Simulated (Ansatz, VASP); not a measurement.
**C in VASP and in Ansatz**

```
CELL_PARAMETERS angstrom
1.25737 0.72595 8.44506
-1.25737 0.72595 8.44506
0.00000 -1.45189 8.44506
ATOMIC_POSITIONS crystal
C 0.08717 0.08717 0.08717
C 0.75385 0.75385 0.75385
C 0.24615 0.24615 0.24615
C 0.91283 0.91283 0.91283
```

Change from the starting cell: volume scaled by 1.06.

Alike in both runs: task single point; functional rpbe exchange, lyp correlation; k mesh 12 × 12 × 12; collinear spin; fixed moment 1 μB.

|  | VASP | Ansatz |
| --- | --- | --- |
| version | VASP 6.6.1 | Ansatz 0.2.0 |
| potentials or method | VASP PAW PBE potentials, release 64 (C), cutoff 600 eV | all-electron LAPW, scalar-relativistic |
| occupations | methfessel-paxton of order 1, width 0.1 eV | cold, width 0.1 eV |

|  | VASP | Ansatz | Ansatz less VASP |
| --- | --- | --- | --- |
| pressure (GPa) | -3.0 | -2.8 | +0.25 |
| traceless stress, the component that is largest in VASP (GPa) | 3.16 | 3.21 | +0.044 |
| rms of the force components (eV/Å) | 0.004 | 0.004 | +0.0004 |
| size of the moment on the site where the two differ most (μB) | 0.13 | 0.12 | -0.017 |

VASP's potentials were made for PBE, not for rpbe exchange, lyp correlation. Site moments also hang on the region over which each program counts them. Atom by atom the forces differ by 0.001 eV/Å (rms over components). Ansatz ran all-electron here, and VASP with PAW potentials.
